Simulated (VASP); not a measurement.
# ScCl5 (P6/mmm) in VASP: notebook

Runs on ScCl5. Level: PBE. Tasks: single point, relaxation of cell and atoms.

All numbers are computed with VASP 6.6.1; they aren't measurements. Logs are shortened: lines on timing, memory, paths and dates and some standing lists are left out, and cuts for length are marked.

### 1 The cell of the first run

It takes space group P6/mmm (No. 191, hexagonal). The conventional cell has a = 5.096 Å, b = 5.096 Å, c = 6.830 Å, α = 90.00°, β = 90.00°, γ = 120.00°. Within 3.9 Å of Sc (site symmetry 6/mmm) lie 6 Cl at 2.94 Å. Cl (site symmetry mmm) has 4 Cl at 2.55 Å within 3.4 Å. Cl (site symmetry -6m2) has 9 Cl at 2.94 to 3.72 Å and 3 Sc at 2.94 Å within 3.9 Å.

The cell was built from a structure type or drawn by symmetry, and may not be a known phase.

### 2 Single point, PBE

Input file INCAR:

```
SYSTEM = ScCl5
PREC     = Accurate       ! precision mode
ENCUT    = 520            ! plane-wave cutoff, eV
EDIFF    = 1E-7           ! SCF threshold, eV
ISMEAR   = 0              ! smearing method
SIGMA    = 0.1            ! smearing width, eV
LREAL    = .FALSE.        ! projectors in reciprocal space
LASPH    = .TRUE.         ! aspherical terms in the spheres
NELM     = 100            ! most SCF steps
ALGO     = Fast           ! electronic algorithm
ISIF     = 2              ! what is computed and relaxed
LWAVE    = .FALSE.        ! write WAVECAR
LCHARG   = .FALSE.        ! write CHGCAR
GGA      = PE             ! functional
NBANDS   = 32             ! bands
```

Input file KPOINTS:

```
Automatic mesh
0
G
  3 3 4
  0 0 0
```

Input file POSCAR:

```
ScCl5
1.0
    5.0956384194      0.0000000000      0.0000000000
   -2.5478192097      4.4129523197      0.0000000000
    0.0000000000      0.0000000000      6.8299522273
Sc Cl
1 5
Direct
    0.0000000000      0.0000000000      0.0000000000
    0.5000000000      0.0000000000      0.5000000000
    0.5000000000      0.5000000000      0.5000000000
    0.0000000000      0.5000000000      0.5000000000
    0.3333333333      0.6666666667      0.0000000000
    0.6666666667      0.3333333333      0.0000000000
```

Potentials or basis: VASP PAW PBE potentials, release 64 (Sc_sv, Cl).

Command:

```console
$ cat potpaw_PBE.64/Sc_sv/POTCAR potpaw_PBE.64/Cl/POTCAR > POTCAR
$ mpirun -np 1 vasp_std > vasp.out
```

OUTCAR:

```text
SYSTEM = ScCl5
   PREC = Accurate
   ENCUT = 520
   EDIFF = 1E-7
   ISMEAR = 0
   LREAL = .FALSE.
   LASPH = .TRUE.
   NELM = 100
   ISIF = 2
   GGA = PE

 ion  position               nearest neighbor table
   1  0.000  0.000  0.000-   5 2.94   6 2.94   5 2.94   6 2.94   6 2.94   5 2.94
   2  0.500  0.000  0.500-   3 2.55   4 2.55   3 2.55   4 2.55
   3  0.500  0.500  0.500-   2 2.55   2 2.55   4 2.55   4 2.55
   4  0.000  0.500  0.500-   2 2.55   2 2.55   3 2.55   3 2.55
   5  0.333  0.667  0.000-   1 2.94   1 2.94   1 2.94
   6  0.667  0.333  0.000-   1 2.94   1 2.94   1 2.94

  LATTYP: Found a hexagonal cell.
 ALAT       =     5.0956384194
 C/A-ratio  =     1.3403526046

  Lattice vectors:

 A1 = (   5.0956384194,   0.0000000000,   0.0000000000)
 A2 = (  -2.5478192097,   4.4129523197,   0.0000000000)
 A3 = (   0.0000000000,   0.0000000000,   6.8299522273)

Analysis of symmetry for initial positions (statically):
=====================================================================
 Subroutine PRICEL returns:
 Original cell was already a primitive cell.

 Routine SETGRP: Setting up the symmetry group for a
 hexagonal supercell.

 Subroutine GETGRP returns: Found 24 space group operations
 (whereof 24 operations were pure point group operations)
 out of a pool of 24 trial point group operations.

The static configuration has the point symmetry D_6h.

Analysis of symmetry for dynamics (positions and initial velocities):
=====================================================================
 Subroutine PRICEL returns:
 Original cell was already a primitive cell.

 Routine SETGRP: Setting up the symmetry group for a
 hexagonal supercell.

 Subroutine GETGRP returns: Found 24 space group operations
 (whereof 24 operations were pure point group operations)
 out of a pool of 24 trial point group operations.

The dynamic configuration has the point symmetry D_6h.

 Subroutine INISYM returns: Found 24 space group operations
 (whereof 24 operations are pure point group operations),
 and found     1 'primitive' translations

----------------------------------------------------------------------------------------

                                     Primitive cell

  volume of cell :     153.5838

  direct lattice vectors                    reciprocal lattice vectors
     5.095638419  0.000000000  0.000000000     0.196246264  0.113302833  0.000000000
    -2.547819210  4.412952320  0.000000000     0.000000000  0.226605666  0.000000000
     0.000000000  0.000000000  6.829952227     0.000000000  0.000000000  0.146413908

  length of vectors
     5.095638419  5.095638419  6.829952227     0.226605666  0.226605666  0.146413908

  position of ions in fractional coordinates (direct lattice)
     0.000000000  0.000000000  0.000000000
     0.500000000  0.000000000  0.500000000
     0.500000000  0.500000000  0.500000000
     0.000000000  0.500000000  0.500000000
     0.333333333  0.666666667  0.000000000
     0.666666667  0.333333333  0.000000000

  ion indices of the primitive-cell ions
   primitive index   ion index
                 1           1
                 2           2
                 3           3
                 4           4
                 5           5
                 6           6

----------------------------------------------------------------------------------------

 KPOINTS: Automatic mesh

Automatic generation of k-mesh.
 Grid dimensions read from file:
 generate k-points for:    3    3    4

 Generating k-lattice:

  Cartesian coordinates                     Fractional coordinates (reciprocal lattice)
     0.065415421  0.037767611  0.000000000     0.333333333  0.000000000  0.000000000
     0.000000000  0.075535222  0.000000000     0.000000000  0.333333333  0.000000000
     0.000000000  0.000000000  0.036603477     0.000000000  0.000000000  0.250000000

  Length of vectors
     0.075535222  0.075535222  0.036603477

  Shift w.r.t. Gamma in fractional coordinates (k-lattice)
     0.000000000  0.000000000  0.000000000

 Subroutine IBZKPT returns following result:
 ===========================================

 Found      9 irreducible k-points:

 Following reciprocal coordinates:
            Coordinates               Weight
  0.000000  0.000000  0.000000      1.000000
  0.333333  0.000000  0.000000      6.000000
  0.333333  0.333333  0.000000      2.000000
  0.000000  0.000000  0.250000      2.000000
  0.333333  0.000000  0.250000     12.000000
  0.333333  0.333333  0.250000      4.000000
  0.000000  0.000000  0.500000      1.000000
  0.333333  0.000000  0.500000      6.000000
  0.333333  0.333333  0.500000      2.000000
   k-points           NKPTS =      9   k-points in BZ     NKDIM =      9   number of bands    NBANDS=     32
   number of dos      NEDOS =    301   number of ions     NIONS =      6
   total plane-waves  NPLWV =  86400
   dimension x,y,z NGX =    40 NGY =   40 NGZ =   54
   dimension x,y,z NGXF=    80 NGYF=   80 NGZF=  108
   ions per type =               1   5
   NGX,Y,Z   is equivalent  to a cutoff of  13.05, 13.05, 13.14 a.u.
   NGXF,Y,Z  is equivalent  to a cutoff of  26.10, 26.10, 26.29 a.u.
 SYSTEM =  ScCl5
   PREC   = accura    normal or accurate (medium, high low for compatibility)
   ISTART =      0    job   : 0-new  1-cont  2-samecut
   ICHARG =      2    charge: 1-file 2-atom 10-const
   ISPIN  =      1    spin polarized calculation?
   LNONCOLLINEAR =      F non collinear calculations
   LSORBIT =      F    spin-orbit coupling
   LASPH  =      T    aspherical Exc in radial PAW
   ENCUT  =  520.0 eV  38.22 Ry    6.18 a.u.   9.47  9.47 12.70*2*pi/ulx,y,z
   NELM   =    100;   NELMIN=  2; NELMDL= -5     # of ELM steps
   EDIFF  = 0.1E-06   stopping-criterion for ELM
   LREAL  =      F    real-space projection
   EDIFFG = 0.1E-05   stopping-criterion for IOM
   NSW    =      0    number of steps for IOM
   IBRION =     -1    ionic relax: 0-MD 1-quasi-New 2-CG
   NFREE  =      0    steps in history (QN), initial steepest desc. (CG)
   ISIF   =      2    stress and relaxation
   ISYM   =      2    0-nonsym 1-usesym 2-fastsym
   POTIM  = 0.5000    time-step for ionic-motion
   TEBEG  =    0.0;   TEEND  =   0.0 temperature during run
   PSTRESS=    0.0 pullay stress
   NELECT =      46.0000    total number of electrons
   NUPDOWN=      -1.0000    fix difference up-down
   EMIN   =  10.00;   EMAX   =-10.00  energy-range for DOS
   EFERMI =   0.00;   METHOD = LEGACY
   ISMEAR =     0;   SIGMA  =   0.10  broadening in eV -4-tet -1-fermi 0-gaus
   EFERMI_NEDOS =   21; number of points for ismear=-14 and -15
   IALGO  =     68    algorithm
   IMIX   =      4    mixing-type and parameters
     AMIX     =   0.40;   BMIX     =  1.00
     AMIX_MAG =   1.60;   BMIX_MAG =  1.00
  volume/ion in A,a.u.               =      25.60       172.74
  Fermi-wavevector in a.u.,A,eV,Ry     =   1.095332  2.069877 16.323607  1.199751
  Thomas-Fermi vector in A             =   2.231653
   LORBIT       =      0    0 simple, 1 ext, 2 COOP (PROOUT), +10 PAW based schemes
   GGA     = PE    functional components
   LHFCALC =     F    Hartree Fock is set to
   AEXX    =    0.0000 exact exchange contribution
   IVDW    =     0    specifies the selected vdW correction
   LEPSILON=     F    determine dielectric tensor
   LRPA    =     F    only Hartree local field effects (RPA)
 non-spin polarized calculation
 RMM-DIIS sequential band-by-band and
 Gauss-broadening in eV      SIGMA  =   0.10
  energy-cutoff  :      520.00
  volume of cell :      153.58
 maximum number of plane-waves:      4202
 NGX is ok and might be reduce to    40
   NGX = 19   NGY = 19   NGZ = 25

 number of electron      46.0000004 magnetization

 Free energy of the ion-electron system (eV)
  ---------------------------------------------------
  ext. energy  EPLUGINS =         0.00000000
  ---------------------------------------------------
  free energy    TOTEN  =       -17.87056043 eV

  energy without entropy =      -17.82557115  energy(sigma->0) =      -17.84806579

 E-fermi :   2.3642     XC(G=0):  -8.4656

 val. band max:        1.7166914709   @ k =   0.3333   0.0000   0.5000
 cond. band min:       2.4110020241   @ k =   0.3333   0.0000   0.5000
 fundamental gap:      0.6943105533
 Fermi energy:         2.3642326265

 k-point     1 :       0.0000    0.0000    0.0000
  band No.  band energies     occupation
      1     -49.8506      2.00000
      2     -28.5123      2.00000
      3     -28.3111      2.00000
      4     -28.3111      2.00000
      5     -14.3155      2.00000
      6     -13.5662      2.00000
[... 24 lines left out ...]
     31       8.2654      0.00000
     32       8.4419      0.00000

 k-point     2 :       0.3333    0.0000    0.0000
  band No.  band energies     occupation
      1     -49.8506      2.00000
      2     -28.5123      2.00000
      3     -28.3135      2.00000
      4     -28.3115      2.00000
      5     -13.8452      2.00000
      6     -13.2564      2.00000
[... 24 lines left out ...]
     31       6.9712      0.00000
     32       8.3684      0.00000

 k-point     3 :       0.3333    0.3333    0.0000
  band No.  band energies     occupation
      1     -49.8506      2.00000
      2     -28.5122      2.00000
      3     -28.3132      2.00000
      4     -28.3132      2.00000
      5     -13.1261      2.00000
      6     -13.1261      2.00000
[... 24 lines left out ...]
     31       6.5436      0.00000
     32       9.2646      0.00000

 k-point     4 :       0.0000    0.0000    0.2500
  band No.  band energies     occupation
      1     -49.8506      2.00000
      2     -28.5123      2.00000
      3     -28.3111      2.00000
      4     -28.3111      2.00000
      5     -14.3025      2.00000
      6     -13.5838      2.00000
[... 129 lines left out ...]
     31       6.4043      0.00000
     32       9.7042      0.00000

 k-point     8 :       0.3333    0.0000    0.5000
  band No.  band energies     occupation
      1     -49.8506      2.00000
      2     -28.5122      2.00000
      3     -28.3135      2.00000
      4     -28.3115      2.00000
      5     -13.8140      2.00000
      6     -13.2960      2.00000
[... 24 lines left out ...]
     31       6.7813      0.00000
     32       9.3785      0.00000

 k-point     9 :       0.3333    0.3333    0.5000
  band No.  band energies     occupation
      1     -49.8506      2.00000
      2     -28.5122      2.00000
      3     -28.3132      2.00000
      4     -28.3132      2.00000
      5     -13.0651      2.00000
      6     -13.0651      2.00000
[... 24 lines left out ...]
     31       6.5858      0.00000
     32      10.4304      0.00000

------------------------ aborting loop because EDIFF is reached ----------------------------------------

  FORCE on cell =-STRESS in cart. coord.  units (eV):
  Direction    XX          YY          ZZ          XY          YZ          ZX
  --------------------------------------------------------------------------------------
  -------------------------------------------------------------------------------------
  Total       -0.0734536     -0.0734536      0.0065885      0.0000000      0.0000000      0.0000000
  in kB       -0.7662637     -0.7662637      0.0687312      0.0000000      0.0000000      0.0000000
  external PRESSURE =      -0.4879320 kB  Pullay stress =       0.0000000 kB

 VOLUME and BASIS-vectors are now :
 -----------------------------------------------------------------------------
  energy-cutoff  :      520.00
  volume of cell :      153.58
      direct lattice vectors                 reciprocal lattice vectors
     5.095638419  0.000000000  0.000000000     0.196246264  0.113302833  0.000000000
    -2.547819210  4.412952320  0.000000000     0.000000000  0.226605666  0.000000000
     0.000000000  0.000000000  6.829952227     0.000000000  0.000000000  0.146413908

 POSITION                                       TOTAL-FORCE (eV/Angst)
 -----------------------------------------------------------------------------------
      0.00000      0.00000      0.00000        -0.000000      0.000000     -0.000000
      2.54782      0.00000      3.41498        -0.000000      0.000000     -0.000000
      1.27391      2.20648      3.41498        -0.000000      0.000000     -0.000000
     -1.27391      2.20648      3.41498        -0.000000      0.000000     -0.000000
     -0.00000      2.94197      0.00000         0.000000      0.000000      0.000000
      2.54782      1.47098      0.00000        -0.000000      0.000000     -0.000000
 -----------------------------------------------------------------------------------
    total drift:                                0.000000     -0.000000      0.000000

  FREE ENERGIE OF THE ION-ELECTRON SYSTEM (eV)
  ---------------------------------------------------
  free  energy   TOTEN  =       -17.8705604347 eV

  energy  without entropy=      -17.8255711526  energy(sigma->0) =      -17.84806579
```

It took 1.9 min on 1 thread of Intel Xeon Platinum 8488C (Sapphire Rapids), shared host; peak memory 0.29 GiB.

Results:

| Quantity | Value |
| --- | --- |
| Free energy | -17.8706 eV |
| Pressure | 0.0 GPa |
| Band gap on the k mesh | zero (bands 23 and 24 overlap by 0.04 eV) |

Caveat: the k points lie up to 0.47 Å⁻¹ apart.

### 3 Relaxation of cell and atoms, PBE

This run uses another cell than the first one, of 29.11 Å³/atom.

Input file INCAR:

```
PREC     = Accurate       # precision mode
ENCUT    = 600            # plane-wave cutoff, eV
EDIFF    = 1E-6           # SCF threshold, eV
ISMEAR   = 0              # smearing method
SIGMA    = 0.1            # smearing width, eV
LREAL    = F              # projectors in reciprocal space
LASPH    = T              # aspherical terms in the spheres
NELM     = 100            # most SCF steps
ALGO     = Normal         # electronic algorithm
ISIF     = 3              # what is computed and relaxed
LWAVE    = F              # write WAVECAR
LCHARG   = F              # write CHGCAR
GGA      = PE             # functional
IBRION   = 2              # ionic algorithm
NSW      = 90             # ionic steps
EDIFFG   = -0.04          # ionic threshold
```

Input file KPOINTS:

```
regular mesh
0
Gamma
  3 3 4
```

Input file POSCAR:

```
ScCl5
1.0
    6.2899229800      0.0000000000      0.0000000000
   -3.1449614900      5.4472330900      0.0000000000
    0.0000000000      0.0000000000      5.0972276300
Sc Cl
1 5
Direct
    0.0000000000      0.0000000000      0.0000000000
    0.5000000000      0.0000000000      0.5000000000
    0.5000000000      0.5000000000      0.5000000000
    0.0000000000      0.5000000000      0.5000000000
    0.3333333300      0.6666666700      0.0000000000
    0.6666666700      0.3333333300      0.0000000000
```

Potentials or basis: VASP PAW PBE potentials, release 64 (Sc_sv, Cl).

Command:

```console
$ cat potpaw_PBE.64/Sc_sv/POTCAR potpaw_PBE.64/Cl/POTCAR > POTCAR
$ mpirun -np 1 vasp_std > vasp.out
```

It took 14 min on 1 thread of Intel Xeon Platinum 8488C (Sapphire Rapids), shared host; peak memory 0.34 GiB.

The run converged. Its results:

```
Free energy                           : -17.8610 eV
Relaxed volume                        : 25.36 Å³/atom
Relaxed cell                          : a = 5.090 Å, b = 5.090 Å, c = 6.783 Å, α = 90.00°, β = 90.00°, γ = 120.00°
Space group after relaxing (to 0.1 Å) : P6/mmm (No. 191)
Energy gained by relaxing             : 729.3 meV/atom
Ionic steps                           : 15
Pressure after relaxing               : 0.1 GPa
Band gap on the k mesh                : zero (bands 23 and 24 overlap by 0.03 eV)
```

Step by step:
```tsv
step	energy change (eV)	largest force (eV/Å)	pressure (GPa)	volume (Å³)
1	0.0000	0.0000	-4.22	174.64
2	-1.2861	0.0000	-3.53	155.57
3	-3.1988	0.0000	10.97	114.68
4	-3.2047	0.0000	3.33	125.64
5	-3.3084	0.0000	6.70	119.96
6	-3.6559	0.0000	9.68	120.06
7	-3.6615	0.0000	9.33	120.09
8	-4.1657	0.0000	3.40	133.06
9	-4.3075	0.0000	0.23	143.84
10	-4.3157	0.0000	-0.55	147.21
11	-4.3156	0.0000	-0.67	147.79
12	-4.3533	0.0000	-0.26	148.89
13	-4.3725	0.0000	0.56	150.66
14	-4.3731	0.0000	0.44	150.42
15	-4.3759	0.0000	0.15	152.19
```

Final structure:
```
Sc Cl
1.0
     5.08987    0.00000    0.00000
    -2.54494    4.40796    0.00000
     0.00000    0.00000    6.78311
Sc Cl
1 5
Direct
  0.00000 0.00000 0.00000
  0.50000 0.00000 0.50000
  0.50000 0.50000 0.50000
  0.00000 0.50000 0.50000
  0.33333 0.66667 0.00000
  0.66667 0.33333 0.00000
```

Levels at points of the mesh, in eV from the Fermi level:
```tsv
k point	band 21	band 22	band 23	band 24	band 25	band 26
(0.00, 0.00, 0.00)	-1.53	0.04	0.05	0.05	1.00	1.24
(0.00, 0.00, 0.50)	-1.44	0.08	0.08	0.17	1.00	1.24
```

Caveat: the k points lie up to 0.48 Å⁻¹ apart in the final cell; a cell axis changed by over 15 % at a fixed basis, so the end point is rough.
